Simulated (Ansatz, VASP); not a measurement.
# PbSe in VASP and in Ansatz

Contents of INCAR:

```
ALGO = Normal
EDIFF = 1E-7
ENCUT = 520
GGA = PE
ISIF = 2
ISMEAR = 0
IVDW = 12
LASPH = True
LCHARG = True
LELF = True
LREAL = False
LVHAR = True
LWAVE = False
NBANDS = 17
NELM = 100
PREC = Accurate
SIGMA = 0.03
```

Contents of KPOINTS:

```
k-points
0
Gamma
  10 10 10
```

POSCAR

```
PbSe
1.0
   -0.0843449018      2.8140526321      3.0670873374
    2.8140526321     -0.0843449018      3.0670873374
    2.7297077303      2.7297077303      0.0000000000
Pb Se
1 1
Direct
    0.0000000000      0.0000000000      0.0000000000
    0.5000000000      0.5000000000      0.5000000000
```

Input for Ansatz:

```yaml
crystal:
  lattice:
    - [-0.0843449018, 2.8140526321, 3.0670873374]
    - [2.8140526321, -0.0843449018, 3.0670873374]
    - [2.7297077303, 2.7297077303, 0.0]
  atoms:
    - { symbol: Pb, position: [0.0, 0.0, 0.0] }
    - { symbol: Se, position: [0.5, 0.5, 0.5] }
basis:
  ecutwfc: 420
kpoints:
  mp_grid: { grid: [10, 10, 10] }
hamiltonian:
  xc: pbe
  dispersion: d3bj
scf:
  occupations: { method: gaussian, width: 0.03 }
output:
  forces: true
  stress: true
  eigenvalues: true
```

Change from the starting cell: engineering shear strain xy -0.0550, equal normal strain along x and y -0.0825.

Alike in both runs: task single point; functional PBE; dispersion D3(BJ); k mesh 10 × 10 × 10; occupations gaussian, width 0.03 eV; no spin polarisation.

```csv
,VASP,Ansatz
version,VASP 6.6.1,Ansatz 0.2.0
potentials or method,"VASP PAW PBE potentials, release 64 (Pb_d, Se), cutoff 520 eV","scalar-relativistic, plane waves, PAW"
valence electrons in the cell,20,30
```

|  | VASP | Ansatz | Ansatz less VASP |
| --- | --- | --- | --- |
| gap on the k mesh at the Fermi level (eV) | none | none | - |
| pressure (GPa) | 14.4 | 14.4 | -0.02 |
| traceless stress, the component that is largest in VASP (GPa) | -12.79 | -12.76 | +0.034 |

A gap of «none» marks a metal or a gap that the smearing closes. VASP's potentials hold 20 valence electrons a cell and Ansatz's 30, so a difference there can come from the potentials and not from the codes.

Neither program's run includes spin-orbit coupling.
